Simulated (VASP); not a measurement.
Wanted: the native input for a VASP 6.6.1 run.

- Task: relaxation of cell and atoms
- Functional: PBEsol
- Potentials or basis: VASP PAW PBE potentials, release 64 (Zr_sv, O)
- Cutoff: 600 eV
- k mesh: 8 × 8 × 8
- Occupations: gaussian, width 0.02 eV
- Spin: no spin polarisation
- Dipole correction: no
- Further INCAR settings: ALGO = Normal; EDIFF = 1e-07; IBRION = 2; EDIFFG = -0.005; NSW = 70; ISIF = 3

The structure of ZrO2 (Cubic zirconia) lies in POSCAR:

```
ZrO2
1.0
    0.0000000000      2.5578982120      2.5578982120
    2.5578982120      0.0000000000      2.5578982120
    2.5578982120      2.5578982120      0.0000000000
Zr O
1 2
Direct
    0.0000000000      0.0000000000      0.0000000000
    0.2500000000      0.2500000000      0.2500000000
    0.7500000000      0.7500000000      0.7500000000
```

One way to write it, as run:

INCAR

```
SYSTEM = ZrO2
ALGO = Normal
EDIFF = 1E-7
EDIFFG = -0.005
ENCUT = 600
GGA = PS
GGA_COMPAT = .False.
IBRION = 2
ISIF = 3
ISMEAR = 0
LASPH = .True.
LCHARG = .False.
LREAL = .False.
LWAVE = .False.
NELM = 120
NELMIN = 4
NSW = 70
PREC = Accurate
SIGMA = 0.02
```

KPOINTS

```
k-points
0
Gamma
  8 8 8
  0 0 0
```

Potentials or basis: VASP PAW PBE potentials, release 64 (Zr_sv, O).

Command:

```console
$ cat potpaw_PBE.64/Zr_sv/POTCAR potpaw_PBE.64/O/POTCAR > POTCAR
$ mpirun -np 1 vasp_std > vasp.out
```

Results of the run:

| Quantity | Value |
| --- | --- |
| Relaxed volume | 10.83 Å³/atom |
| Relaxed cell | a = 3.582 Å, b = 3.582 Å, c = 3.582 Å, α = 60.00°, β = 60.00°, γ = 60.00° |
| Space group after relaxing (to 0.05 Å) | Fm-3m (No. 225) |
| Energy gained by relaxing | 7.4 meV/atom |
| Ionic steps | 4 |
| Pressure after relaxing | 0.1 GPa |
| Band gap on the k mesh | 3.32 eV, indirect (least direct gap 3.76 eV) |

Caveat: the PAW data sets were made with another functional, which shifts forces and pressure a little.

Run time: 2 min on 1 thread of AMD EPYC 7R13, with other jobs on the host, peak memory 0.16 GiB.
